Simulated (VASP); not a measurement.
A run of VASP 6.6.1:

Contents of INCAR:

```
PREC = Accurate ; ENCUT = 520
EDIFF = 1E-6 ; ISMEAR = 0
SIGMA = 0.019000000000000003 ; LREAL = F
LASPH = T ; NELM = 100
ALGO = Normal ; ISIF = 2
LWAVE = F ; LCHARG = T
GGA = PE ; LELF = T
LVHAR = T ; NBANDS = 12
```

KPOINTS

```
Automatic mesh
0
Gamma
  9 9 9
```

POSCAR

```
As
1.0
    1.8807968987      1.0858785957      3.5140619945
   -1.8807968987      1.0858785957      3.5140619945
    0.0000000000     -2.1717571915      3.5140619945
As
2
Direct
    0.2260000000      0.2260000000      0.2260000000
    0.7740000000      0.7740000000      0.7740000000
```

Potentials or basis: VASP PAW PBE potentials, release 64 (As).

Run with:

```console
$ cat potpaw_PBE.64/As/POTCAR > POTCAR
$ mpirun -np 1 vasp_std > vasp.out
```

Hardware: 1 thread of Intel(R) Xeon(R) 6975P-C (Granite Rapids), with other jobs on the host.

Q: Estimate the wall time of this run.

A: Wall time 12 s on 1 thread of Intel(R) Xeon(R) 6975P-C (Granite Rapids), on a shared host, peak memory 0.19 GiB. Counts: scf iterations 10, k points 85.
